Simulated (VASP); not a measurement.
Ta, 2 atoms in the cell. The structure is hexagonal, space group P6_3/mmc (No. 194). Conventional cell: a = 2.886 Å, b = 2.886 Å, c = 5.128 Å, α = 90.00°, β = 90.00°, γ = 120.00°. Ta (site symmetry -6m2) has 12 Ta at 2.89 to 3.06 Å within 3.8 Å. 

* Program: VASP 6.6.1
* Task: single point
* Functional: r2SCAN
* Potentials or basis: VASP PAW PBE potentials, release 64 (Ta_pv)
* Cutoff: 520 eV
* k mesh: 7 × 7 × 3
* Occupations: fermi-dirac, width 0.1 eV
* Spin: no spin polarisation
* Dipole correction: no
* Further INCAR settings: ALGO = Normal; EDIFF = 1e-06; NBANDS = 18

Potentials or basis: VASP PAW PBE potentials, release 64 (Ta_pv).

Launch:

```bash
$ cat potpaw_PBE.64/Ta_pv/POTCAR > POTCAR
$ cp INCAR.step1 INCAR
$ mpirun -np 1 vasp_std > vasp.out
$ cp INCAR.step2 INCAR
$ mpirun -np 1 vasp_std > vasp.out
```

Hardware: 1 thread of Intel Xeon 6975P-C (shared host).

Task: How long does it take, and how much memory?

Result: Wall time 37 s on 1 thread of Intel Xeon 6975P-C, on a shared host, peak memory 0.17 GiB. Counts: k points 16.
